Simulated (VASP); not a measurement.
## MgGe2: single point with PBE

The system is MgGe2.

```
Ge Mg
1.0
     5.44686   -1.82485    0.00000
     5.44686    1.82485    0.00000
    -3.17414    0.00000    5.92658
Ge Mg
4 2
Cartesian
  4.8333 0.0000 1.7402
  2.8862 0.0000 4.1864
  6.4628 0.0000 5.8403
  1.2568 0.0000 0.0863
  7.7729 0.0000 2.0699
  -0.0533 0.0000 3.8567
```

```yaml
Program: VASP 6.6.1
Task: single point
Functional: PBE
Potentials_or_basis: VASP PAW PBE potentials, release 64 (Ge_d, Mg)
Cutoff: 520 eV
k_mesh: 8 × 8 × 5
Occupations: fermi-dirac, width 0.05 eV
Spin: no spin polarisation
```

- Pressure: 1.9 GPa
- Largest force: 0.196 eV/Å
- Band gap on the k mesh: zero (bands 30 and 31 overlap by 1.92 eV)

Forces on the atoms (eV/Å):
```
Ge  -0.125  0.000  0.139
Ge   0.125  0.000 -0.139
Ge  -0.183  0.000 -0.070
Ge   0.183  0.000  0.070
Mg  -0.032  0.000  0.019
Mg   0.032  0.000 -0.019
```

Stress tensor (GPa, compression positive):
```
 1.83  0.00 -0.01
 0.00  2.49  0.00
-0.01  0.00  1.43
```

Levels at points of the mesh, in eV from the Fermi level:
| k point | band 28 | band 29 | band 30 | band 31 | band 32 | band 33 |
| --- | --- | --- | --- | --- | --- | --- |
| (0.00, 0.00, 0.00) | -0.72 | 0.27 | 1.14 | 1.24 | 2.48 | 2.64 |
| (0.50, 0.00, 0.00) | -3.15 | -1.35 | -1.29 | -0.58 | 0.56 | 1.79 |
| (0.50, 0.50, 0.00) | -1.06 | 0.46 | 0.54 | 1.23 | 1.81 | 2.87 |

Run time: 13 min on 1 thread of Intel Xeon 8259CL, with other jobs on the host, peak memory 0.54 GiB.
